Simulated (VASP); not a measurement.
A run of VASP 6.6.1:

The input INCAR:

```
PREC = Accurate
ENCUT = 1000
EDIFF = 1E-6
ISMEAR = -1
SIGMA = 0.05
LREAL = Auto
LASPH = True
NELM = 120
ALGO = Normal
ISIF = 2
LWAVE = False
LCHARG = True
LELF = True
LVHAR = True
NBANDS = 68
GGA_COMPAT = False
```

The input KPOINTS:

```
regular mesh
0
Gamma
  1 1 1
```

File POSCAR:

```
SiH4CO
1.0
    9.9159620000      0.0000000000      0.0000000000
    0.0000000000      9.9159620000      0.0000000000
    0.0000000000      0.0000000000      9.9159620000
O C Si H
5 5 5 20
Direct
    0.1544479497      0.4777650419      0.3750821151
    0.8740049629      0.3840474580      1.0518394484
    0.7140104006      0.4996590346      0.2810418192
    0.6989538685      0.1449682845      0.5419443923
    0.2589562163      0.8768286930      0.9149793031
    0.2126873822      0.4097938253      0.3031576765
    0.9362177870      0.2934258925      1.0421480034
    0.7530182145      0.5662183861      0.3599045660
    0.7953136569      0.2003436479      0.5574648229
    0.3432949824      0.8332928263      0.8588879223
    0.1884133884      0.5161576860      0.9189627794
    0.9633356804      0.1005449597      0.3100758151
    0.8058723904      0.8438112207      0.6496293552
    0.6068700142      0.1566867642     -0.0063937316
    0.2023505132      0.1292965826      0.6961503080
    0.2132117892      0.5836448345      1.0524747876
    0.1491232016      0.3748602506      0.9572747455
    0.0715311333      0.5975416203      0.8658564847
    0.3158644618      0.5071721735      0.8377906249
    0.9951530673     -0.0015026278      0.2132823825
    0.8283512986      0.1673564300      0.2735690193
    0.9448906722      0.0581890088      0.4562441849
    1.0834954793      0.1937482213      0.3037022530
    0.6549541033      0.8203540917      0.6794600463
    0.8691340285      0.7292988819      0.7254666769
    0.8314372322      0.8295715534      0.5055182745
    0.8475123241      0.9821235701      0.7079393810
    0.6086751845      0.2584923177      0.1061016571
    0.5742155930      0.0241428920      0.0707041838
    0.4949393715      0.1850955056     -0.1013819940
    0.7352993083      0.1638671064     -0.0855489361
    0.2320803569      0.0107402590      0.5895847523
    0.2374252745      0.0885541917      0.8363585903
    0.2899063147      0.2524515524      0.6558919851
    0.0579671443      0.1738207549      0.6814568269
```

Potentials or basis: VASP PAW LDA potentials, release 64 (O_h, C_h, Si, H_h).

Launch:

```console
$ cat potpaw_LDA.64/O_h/POTCAR potpaw_LDA.64/C_h/POTCAR potpaw_LDA.64/Si/POTCAR potpaw_LDA.64/H_h/POTCAR > POTCAR
$ mpirun -np 1 vasp_gam > vasp.out
```

Hardware: 1 thread of Intel(R) Xeon(R) Platinum 8488C (Sapphire Rapids) (shared host).

Question: Estimate the wall time of this run.

Answer: Run time: 4.8 min on 1 thread of Intel(R) Xeon(R) Platinum 8488C (Sapphire Rapids) (shared host), peak memory 1.4 GiB. Counts: scf iterations 20, k points 1.
